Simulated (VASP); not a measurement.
# SiO2 (P4_2/mnm) in VASP: further runs

Runs on SiO2. Level: PBE+D3(BJ). Tasks: single point, relaxation of cell and atoms.

Everything below comes from runs of VASP 6.6.1. Logs are shortened: lines on timing, memory, paths and dates and some standing lists are left out, and cuts for length are marked.

**1. The cell of the first run**

Symmetry: P4_2/mnm, No. 136, tetragonal system. Conventional cell: a = 4.186 Å, b = 4.186 Å, c = 2.668 Å, α = 90.00°, β = 90.00°, γ = 90.00°. Si (site symmetry mmm) has 6 O at 1.76 to 1.81 Å within 2.3 Å. O (site symmetry m2m) has 3 Si at 1.76 to 1.81 Å and 1 O at 2.30 Å within 2.3 Å.

**2. Single point, PBE+D3(BJ)**

INCAR

```
SYSTEM = SiO2
ALGO = Normal
EDIFF = 1E-7
ENCUT = 520
GGA = PE
ISIF = 2
ISMEAR = 0
IVDW = 12
LASPH = .True.
LCHARG = .False.
LREAL = .False.
LWAVE = .False.
NBANDS = 25
NELM = 100
PREC = Accurate
SIGMA = 0.1
```

KPOINTS

```
k-points
0
Gamma
  4 4 6
  0 0 0
```

POSCAR

```
SiO2
1.0
    4.1865000000      0.0000000000      0.0000000000
    0.0000000000      4.1865000000      0.0000000000
    0.0000000000      0.0000000000      2.6684000000
Si O
2 4
Direct
    0.0000000000      0.0000000000      0.0000000000
    0.5000000000      0.5000000000      0.5000000000
    0.3059000000      0.3059000000      0.0000000000
    0.1941000000      0.8059000000      0.5000000000
    0.6941000000      0.6941000000      0.0000000000
    0.8059000000      0.1941000000      0.5000000000
```

Potentials or basis: VASP PAW PBE potentials, release 64 (Si, O).

Started as:

```bash
$ cat potpaw_PBE.64/Si/POTCAR potpaw_PBE.64/O/POTCAR > POTCAR
$ mpirun -np 1 vasp_std > vasp.out
```

OUTCAR:

```text
SYSTEM = SiO2
   EDIFF = 1E-7
   ENCUT = 520
   GGA = PE
   ISIF = 2
   ISMEAR = 0
   IVDW = 12
   LASPH = .True.
   LREAL = .False.
   NELM = 100
   PREC = Accurate
 IVDW          = 12

 ion  position               nearest neighbor table
   1  0.000  0.000  0.000-   4 1.76   6 1.76   4 1.76   6 1.76   5 1.81   3 1.81
   2  0.500  0.500  0.500-   3 1.76   5 1.76   3 1.76   5 1.76   4 1.81   6 1.81
   3  0.306  0.306  0.000-   2 1.76   2 1.76   1 1.81
   4  0.194  0.806  0.500-   1 1.76   1 1.76   2 1.81
   5  0.694  0.694  0.000-   2 1.76   2 1.76   1 1.81
   6  0.806  0.194  0.500-   1 1.76   1 1.76   2 1.81

  LATTYP: Found a simple tetragonal cell.
 ALAT       =     4.1865000000
 C/A-ratio  =     0.6373820614

  Lattice vectors:

 A1 = (   4.1865000000,   0.0000000000,   0.0000000000)
 A2 = (   0.0000000000,   4.1865000000,   0.0000000000)
 A3 = (   0.0000000000,   0.0000000000,   2.6684000000)

Analysis of symmetry for initial positions (statically):
=====================================================================
 Subroutine PRICEL returns:
 Original cell was already a primitive cell.

 Routine SETGRP: Setting up the symmetry group for a
 simple tetragonal supercell.

 Subroutine GETGRP returns: Found 16 space group operations
 (whereof  8 operations were pure point group operations)
 out of a pool of 16 trial point group operations.

The static configuration has the point symmetry D_2h.
 The point group associated with its full space group is D_4h.

Analysis of symmetry for dynamics (positions and initial velocities):
=====================================================================
 Subroutine PRICEL returns:
 Original cell was already a primitive cell.

 Routine SETGRP: Setting up the symmetry group for a
 simple tetragonal supercell.

 Subroutine GETGRP returns: Found 16 space group operations
 (whereof  8 operations were pure point group operations)
 out of a pool of 16 trial point group operations.

The dynamic configuration has the point symmetry D_2h.
 The point group associated with its full space group is D_4h.

 Subroutine INISYM returns: Found 16 space group operations
 (whereof  8 operations are pure point group operations),
 and found     1 'primitive' translations

----------------------------------------------------------------------------------------

                                     Primitive cell

  volume of cell :      46.7685

  direct lattice vectors                    reciprocal lattice vectors
     4.186500000  0.000000000  0.000000000     0.238863012  0.000000000  0.000000000
     0.000000000  4.186500000  0.000000000     0.000000000  0.238863012  0.000000000
     0.000000000  0.000000000  2.668400000     0.000000000  0.000000000  0.374756408

  length of vectors
     4.186500000  4.186500000  2.668400000     0.238863012  0.238863012  0.374756408

  position of ions in fractional coordinates (direct lattice)
     0.000000000  0.000000000  0.000000000
     0.500000000  0.500000000  0.500000000
     0.305900000  0.305900000  0.000000000
     0.194100000  0.805900000  0.500000000
     0.694100000  0.694100000  0.000000000
     0.805900000  0.194100000  0.500000000

  ion indices of the primitive-cell ions
   primitive index   ion index
                 1           1
                 2           2
                 3           3
                 4           4
                 5           5
                 6           6

----------------------------------------------------------------------------------------

 KPOINTS: k-points

Automatic generation of k-mesh.
 Grid dimensions read from file:
 generate k-points for:    4    4    6

 Generating k-lattice:

  Cartesian coordinates                     Fractional coordinates (reciprocal lattice)
     0.059715753  0.000000000  0.000000000     0.250000000  0.000000000  0.000000000
     0.000000000  0.059715753  0.000000000     0.000000000  0.250000000  0.000000000
     0.000000000  0.000000000  0.062459401     0.000000000  0.000000000  0.166666667

  Length of vectors
     0.059715753  0.059715753  0.062459401

  Shift w.r.t. Gamma in fractional coordinates (k-lattice)
     0.000000000  0.000000000  0.000000000

 Subroutine IBZKPT returns following result:
 ===========================================

 Found     24 irreducible k-points:

 Following reciprocal coordinates:
            Coordinates               Weight
  0.000000  0.000000  0.000000      1.000000
  0.250000  0.000000  0.000000      4.000000
  0.500000  0.000000  0.000000      2.000000
  0.250000  0.250000  0.000000      4.000000
  0.500000  0.250000  0.000000      4.000000
  0.500000  0.500000  0.000000      1.000000
[... 16 lines left out ...]
  0.500000  0.250000  0.500000      4.000000
  0.500000  0.500000  0.500000      1.000000
   k-points           NKPTS =     24   k-points in BZ     NKDIM =     24   number of bands    NBANDS=     25
   number of dos      NEDOS =    301   number of ions     NIONS =      6
   total plane-waves  NPLWV =  20480
   dimension x,y,z NGX =    32 NGY =   32 NGZ =   20
   dimension x,y,z NGXF=    64 NGYF=   64 NGZF=   40
   ions per type =               2   4
   NGX,Y,Z   is equivalent  to a cutoff of  12.71, 12.71, 12.46 a.u.
   NGXF,Y,Z  is equivalent  to a cutoff of  25.41, 25.41, 24.92 a.u.
 SYSTEM =  SiO2
   PREC   = accura    normal or accurate (medium, high low for compatibility)
   ISTART =      0    job   : 0-new  1-cont  2-samecut
   ICHARG =      2    charge: 1-file 2-atom 10-const
   ISPIN  =      1    spin polarized calculation?
   LNONCOLLINEAR =      F non collinear calculations
   LSORBIT =      F    spin-orbit coupling
   LASPH  =      T    aspherical Exc in radial PAW
   ENCUT  =  520.0 eV  38.22 Ry    6.18 a.u.   7.78  7.78  4.96*2*pi/ulx,y,z
   NELM   =    100;   NELMIN=  2; NELMDL= -5     # of ELM steps
   EDIFF  = 0.1E-06   stopping-criterion for ELM
   LREAL  =      F    real-space projection
   EDIFFG = 0.1E-05   stopping-criterion for IOM
   NSW    =      0    number of steps for IOM
   IBRION =     -1    ionic relax: 0-MD 1-quasi-New 2-CG
   NFREE  =      0    steps in history (QN), initial steepest desc. (CG)
   ISIF   =      2    stress and relaxation
   ISYM   =      2    0-nonsym 1-usesym 2-fastsym
   POTIM  = 0.5000    time-step for ionic-motion
   TEBEG  =    0.0;   TEEND  =   0.0 temperature during run
   PSTRESS=    0.0 pullay stress
   NELECT =      32.0000    total number of electrons
   NUPDOWN=      -1.0000    fix difference up-down
   EMIN   =  10.00;   EMAX   =-10.00  energy-range for DOS
   EFERMI =   0.00;   METHOD = LEGACY
   ISMEAR =     0;   SIGMA  =   0.10  broadening in eV -4-tet -1-fermi 0-gaus
   EFERMI_NEDOS =   21; number of points for ismear=-14 and -15
   IALGO  =     38    algorithm
   IMIX   =      4    mixing-type and parameters
     AMIX     =   0.40;   BMIX     =  1.00
     AMIX_MAG =   1.60;   BMIX_MAG =  1.00
  volume/ion in A,a.u.               =       7.79        52.60
  Fermi-wavevector in a.u.,A,eV,Ry     =   1.442582  2.726084 28.314299  2.081042
  Thomas-Fermi vector in A             =   2.561086
   LORBIT       =      0    0 simple, 1 ext, 2 COOP (PROOUT), +10 PAW based schemes
   GGA     = PE    functional components
   LHFCALC =     F    Hartree Fock is set to
   AEXX    =    0.0000 exact exchange contribution
   IVDW    =    12    specifies the selected vdW correction
   LEPSILON=     F    determine dielectric tensor
   LRPA    =     F    only Hartree local field effects (RPA)
 non-spin polarized calculation
 Gauss-broadening in eV      SIGMA  =   0.10
  energy-cutoff  :      520.00
  volume of cell :       46.77
 maximum number of plane-waves:      1282
 NGX is ok and might be reduce to    32
   NGX = 15   NGY = 15   NGZ =  9

 number of electron      31.9999977 magnetization

 Free energy of the ion-electron system (eV)
  ---------------------------------------------------
  ext. energy  EPLUGINS =         0.00000000
  ---------------------------------------------------
  free energy    TOTEN  =       -46.27079862 eV

  energy without entropy =      -46.27079862  energy(sigma->0) =      -46.27079862

 E-fermi :   8.5902     XC(G=0): -12.2484

 val. band max:        8.1835680957   @ k =   0.0000   0.0000   0.0000
 cond. band min:      13.7108749475   @ k =   0.0000   0.0000   0.0000
 fundamental gap:      5.5273068517
 Fermi energy:         8.5901884052

 k-point     1 :       0.0000    0.0000    0.0000
  band No.  band energies     occupation
      1     -14.3557      2.00000
      2     -10.7486      2.00000
      3     -10.7486      2.00000
      4     -10.5115      2.00000
      5      -2.6862      2.00000
      6       1.7559      2.00000
[... 17 lines left out ...]
     24      22.3990      0.00000
     25      23.9366      0.00000

 k-point     2 :       0.2500    0.0000    0.0000
  band No.  band energies     occupation
      1     -14.0330      2.00000
      2     -11.8421      2.00000
      3     -10.5896      2.00000
      4     -10.0764      2.00000
      5      -2.2538      2.00000
      6       0.4548      2.00000
[... 17 lines left out ...]
     24      21.6893      0.00000
     25      23.5282      0.00000

 k-point     3 :       0.5000    0.0000    0.0000
  band No.  band energies     occupation
      1     -13.1238      2.00000
      2     -13.1238      2.00000
      3     -10.2346      2.00000
      4     -10.2346      2.00000
      5      -1.1294      2.00000
      6      -1.1294      2.00000
[... 552 lines left out ...]
 k-point    23 :       0.5000    0.2500    0.5000
  band No.  band energies     occupation
      1     -11.3747      2.00000
      2     -11.3747      2.00000
      3     -10.1944      2.00000
      4     -10.1944      2.00000
      5      -2.0681      2.00000
      6      -2.0681      2.00000
[... 17 lines left out ...]
     24      21.8021      0.00000
     25      23.6152      0.00000

 k-point    24 :       0.5000    0.5000    0.5000
  band No.  band energies     occupation
      1     -11.3371      2.00000
      2     -11.3371      2.00000
      3     -10.1644      2.00000
      4     -10.1644      2.00000
      5      -2.5702      2.00000
      6      -2.5702      2.00000
[... 17 lines left out ...]
     24      22.1918      0.00000
     25      23.7939      0.00000

------------------------ aborting loop because EDIFF is reached ----------------------------------------

 Edisp (eV)   -1.43596

 E8    (eV) :    -0.4938

  FORCE on cell =-STRESS in cart. coord.  units (eV):
  Direction    XX          YY          ZZ          XY          YZ          ZX
  --------------------------------------------------------------------------------------
  -------------------------------------------------------------------------------------
  Total       1.08187     1.08187     1.74100    -0.00000     0.00000     0.00000
  in kB      37.06219    37.06219    59.64243    -0.00000     0.00000     0.00000
  external pressure =       44.59 kB  Pullay stress =        0.00 kB

 VOLUME and BASIS-vectors are now :
 -----------------------------------------------------------------------------
  energy-cutoff  :      520.00
  volume of cell :       46.77
      direct lattice vectors                 reciprocal lattice vectors
     4.186500000  0.000000000  0.000000000     0.238863012  0.000000000  0.000000000
     0.000000000  4.186500000  0.000000000     0.000000000  0.238863012  0.000000000
     0.000000000  0.000000000  2.668400000     0.000000000  0.000000000  0.374756408

 POSITION                                       TOTAL-FORCE (eV/Angst)
 -----------------------------------------------------------------------------------
      0.00000      0.00000      0.00000         0.000000     -0.000000      0.000000
      2.09325      2.09325      1.33420         0.000000     -0.000000      0.000000
      1.28065      1.28065      0.00000        -0.039913     -0.039913      0.000000
      0.81260      3.37390      1.33420         0.039913     -0.039913      0.000000
      2.90585      2.90585      0.00000         0.039913      0.039913      0.000000
      3.37390      0.81260      1.33420        -0.039913      0.039913      0.000000
 -----------------------------------------------------------------------------------
    total drift:                                0.000000      0.000000     -0.000000

  FREE ENERGIE OF THE ION-ELECTRON SYSTEM (eV)
  ---------------------------------------------------
  free  energy   TOTEN  =       -47.7067575340 eV

  energy  without entropy=      -47.7067575340  energy(sigma->0) =      -47.70675753
```

Run time: 35 s. Hardware: 1 thread of Intel Xeon 8259CL, shared host; peak memory 0.18 GiB.

What came out:

```yaml
Free_energy: -47.7068 eV
Pressure: 4.5 GPa
Largest_force: 0.056 eV/Å
Band_gap_on_the_k_mesh: 5.53 eV
Dispersion_energy_per_atom: -0.239 eV
```

Forces on the atoms (eV/Å):
```
Si   0.000  0.000  0.000
Si   0.000  0.000  0.000
O   -0.040 -0.040  0.000
O    0.040 -0.040  0.000
O    0.040  0.040  0.000
O   -0.040  0.040  0.000
```

Caveat: the cell stands under pressure. As with any semilocal functional, this PBE gap is likely too small.

**3. Single point, PBE+D3(BJ)**

This run uses another cell than the first one, of 7.90 Å³/atom.

INCAR

```
SYSTEM = SiO2
  ALGO = Normal
  EDIFF = 1E-6
  ENCUT = 520
  GGA = PE
  ISIF = 2
  ISMEAR = 0
  IVDW = 12
  LASPH = .True.
  LCHARG = .False.
  LREAL = .False.
  LWAVE = .False.
  NBANDS = 25
  NELM = 100
  PREC = Accurate
  SIGMA = 0.02
```

KPOINTS

```
k-points
0
Gamma
  6 6 8
  0 0 0
```

POSCAR

```
SiO2
1.0
    4.2040350518      0.0000000000      0.0000000000
    0.0000000000      4.2040350518      0.0000000000
    0.0000000000      0.0000000000      2.6819124935
Si O
2 4
Direct
    0.0000000000      0.0000000000      0.0000000000
    0.5000000000      0.5000000000      0.5000000000
    0.3061460934      0.3061460934      0.0000000000
    0.1938539066      0.8061460934      0.5000000000
    0.6938539066      0.6938539066      0.0000000000
    0.8061460934      0.1938539066      0.5000000000
```

Potentials or basis: VASP PAW PBE potentials, release 64 (Si, O).

Started as:

```bash
$ cat potpaw_PBE.64/Si/POTCAR potpaw_PBE.64/O/POTCAR > POTCAR
$ mpirun -np 1 vasp_std > vasp.out
```

It took 56 s on 1 thread of Intel Xeon 8259CL, shared host; peak memory 0.19 GiB.

The run converged. Its results:

| Quantity | Value |
| --- | --- |
| Free energy | -47.7180 eV |
| Pressure | 0.3 GPa |
| Largest force | 0.019 eV/Å |
| Band gap on the k mesh | 5.30 eV |
| Dispersion energy per atom | -0.236 eV |

Forces on the atoms (eV/Å):
```
Si   0.000  0.000  0.000
Si   0.000  0.000  0.000
O   -0.014 -0.014  0.000
O    0.014 -0.014  0.000
O    0.014  0.014  0.000
O   -0.014  0.014  0.000
```

Stress tensor (GPa, compression positive):
```
0.05 0.00 0.00
0.00 0.05 0.00
0.00 0.00 0.73
```

Levels at points of the mesh, in eV from the valence-band top:
```
           k point  band 12  band 13  band 14  band 15  band 16  band 17  band 18  band 19  band 20  band 21
(0.00, 0.00, 0.00)    -3.09    -2.51    -0.87    -0.87     0.00     5.30     6.64     8.36     8.36    11.09
(0.50, 0.00, 0.00)    -3.80    -2.66    -2.66    -1.05    -1.05     7.51     7.51     8.96     8.96    10.93
(0.50, 0.50, 0.00)    -3.21    -2.62    -2.62    -2.22    -2.22     7.21     7.21     9.91     9.91    12.96
(0.00, 0.00, 0.50)    -4.56    -2.99    -2.99    -2.62    -2.62     8.86     8.86    12.48    12.48    12.53
(0.50, 0.00, 0.50)    -3.91    -2.24    -2.24    -1.71    -1.71     8.60     8.60     9.66     9.66    12.19
(0.50, 0.50, 0.50)    -4.43    -1.74    -1.74    -1.52    -1.52     6.97     6.97    10.88    10.88    11.62
```

A k mesh can miss the band edges. A hybrid or GW would open this gap; PBE tends to underestimate it.

**4. Relaxation of cell and atoms, PBE+D3(BJ)**

INCAR

```
PREC = Accurate ; ENCUT = 600
EDIFF = 1E-7 ; ISMEAR = 0
SIGMA = 0.02 ; LREAL = F
LASPH = T ; NELM = 80
ALGO = Normal ; ISIF = 3
LWAVE = F ; LCHARG = F
GGA = PE ; IVDW = 12
IBRION = 2 ; NSW = 100
EDIFFG = -0.002
```

KPOINTS

```
Automatic mesh
0
Gamma
  6 6 8
```

POSCAR

```
SiO2
1.0
    4.1865000000      0.0000000000      0.0000000000
    0.0000000000      4.1865000000      0.0000000000
    0.0000000000      0.0000000000      2.6684000000
Si O
2 4
Direct
    0.0000000000      0.0000000000      0.0000000000
    0.5000000000      0.5000000000      0.5000000000
    0.3059000000      0.3059000000      0.0000000000
    0.1941000000      0.8059000000      0.5000000000
    0.6941000000      0.6941000000      0.0000000000
    0.8059000000      0.1941000000      0.5000000000
```

Started as:

```bash
$ cat potpaw_PBE.64/Si/POTCAR potpaw_PBE.64/O/POTCAR > POTCAR
$ mpirun -np 1 vasp_std > vasp.out
```

Run time: 3.6 min. Hardware: 1 thread of Intel Xeon 8259CL, shared host; peak memory 0.22 GiB.

Results (log left out):

```
Free energy                           : -47.7300 eV
Relaxed volume                        : 7.89 Å³/atom
Relaxed cell                          : a = 4.200 Å, b = 4.200 Å, c = 2.684 Å, α = 90.00°, β = 90.00°, γ = 90.00°
Space group after relaxing (to 0.1 Å) : P4_2/mnm (No. 136)
Energy gained by relaxing             : 1.3 meV/atom
Ionic steps                           : 6
Pressure after relaxing               : 0.0 GPa
Band gap on the k mesh                : 5.30 eV
Dispersion energy per atom            : -0.236 eV
```

The path:
```
step  energy change (eV)  largest force (eV/Å)  pressure (GPa)  volume (Å³)
   1              0.0000                0.0561            4.04        46.77
   2              0.0061                0.1786           -5.13        48.11
   3             -0.0076                0.0486            0.00        47.34
   4             -0.0078                0.0198            0.00        47.36
   5             -0.0078                0.0017            0.00        47.35
   6             -0.0078                0.0001            0.02        47.35
```

Final structure:
```
Si O
1.0
     4.19985    0.00000    0.00000
     0.00000    4.19985    0.00000
     0.00000    0.00000    2.68435
Si O
2 4
Cartesian
  4.1998 0.0000 0.0000
  2.0999 2.0999 1.3422
  1.2850 1.2850 2.6844
  0.8150 3.3849 1.3422
  2.9149 2.9149 0.0000
  3.3849 0.8150 1.3422
```

Levels at points of the mesh, in eV from the valence-band top:
| k point | band 13 | band 14 | band 15 | band 16 | band 17 | band 18 | band 19 | band 20 |
| --- | --- | --- | --- | --- | --- | --- | --- | --- |
| (0.00, 0.00, 0.00) | -2.51 | -0.87 | -0.87 | 0.00 | 5.30 | 6.62 | 8.34 | 8.34 |
| (0.50, 0.00, 0.00) | -2.66 | -2.66 | -1.05 | -1.05 | 7.51 | 7.51 | 8.94 | 8.94 |
| (0.50, 0.50, 0.00) | -2.64 | -2.64 | -2.22 | -2.22 | 7.21 | 7.21 | 9.90 | 9.90 |
| (0.00, 0.00, 0.50) | -3.00 | -3.00 | -2.62 | -2.62 | 8.87 | 8.87 | 12.48 | 12.48 |
| (0.50, 0.00, 0.50) | -2.24 | -2.24 | -1.72 | -1.72 | 8.61 | 8.61 | 9.69 | 9.69 |
| (0.50, 0.50, 0.50) | -1.73 | -1.73 | -1.52 | -1.52 | 6.97 | 6.97 | 10.91 | 10.91 |

A k mesh can miss the band edges. Zero-point motion and thermal expansion aren't in these numbers.

**5. Overview**

```tsv
task	cell	k mesh	cutoff (eV)	smearing	gap on the mesh (eV)	pressure (GPa)	largest force (eV/Å)
single point	a = 4.186, b = 4.186, c = 2.668 Å, 6 atoms	4 × 4 × 6	520	gaussian 0.1 eV	5.53	4.5	0.06
single point	a = 4.204, b = 4.204, c = 2.682 Å, 6 atoms	6 × 6 × 8	520	gaussian 0.02 eV	5.30	0.3	0.02
relaxation of cell and atoms	relaxed from a = 4.186, b = 4.186, c = 2.668 Å, 6 atoms	6 × 6 × 8	600	gaussian 0.02 eV	5.30	0.0	-
```

Alike in all rows: level PBE+D3(BJ); potentials or basis VASP PAW PBE potentials, release 64 (Si, O); no spin polarisation.

Caveats: the cell stands under pressure (at least some runs).

Total energies depend on the potentials used, so only differences within one code and one set of settings carry meaning.
